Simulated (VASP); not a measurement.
A run of VASP 6.6.1:

The input INCAR:

```
SYSTEM = Zr
PREC = Accurate ; ENCUT = 600
EDIFF = 1E-6 ; ISMEAR = -1
SIGMA = 0.1 ; LREAL = .FALSE.
LASPH = .TRUE. ; NELM = 100
ALGO = Normal ; ISIF = 4
LWAVE = .FALSE. ; LCHARG = .FALSE.
GGA = PE ; IBRION = 2
NSW = 50 ; EDIFFG = -0.005
```

Contents of KPOINTS:

```
Automatic mesh
0
G
  16 16 14
  0 0 0
```

Contents of POSCAR:

```
Zr
1.0
    2.5471781725      0.0000000000      0.0000000000
   -1.2735890862      2.2059210053      0.0000000000
    0.0000000000      0.0000000000      2.5487815388
Zr
1
Direct
    0.0000000000      0.0000000000      0.0000000000
```

Potentials or basis: VASP PAW PBE potentials, release 64 (Zr_sv).

Run with:

```console
$ cat potpaw_PBE.64/Zr_sv/POTCAR > POTCAR
$ mpirun -np 1 vasp_std > vasp.out
```

Hardware: 1 thread of Intel Xeon 8259CL, on a shared host.

Estimate the wall time of this run.

Run time: 81 s on 1 thread of Intel Xeon 8259CL, on a shared host, peak memory 0.16 GiB. Counts: scf iterations 30, k points 240, ion steps 4.
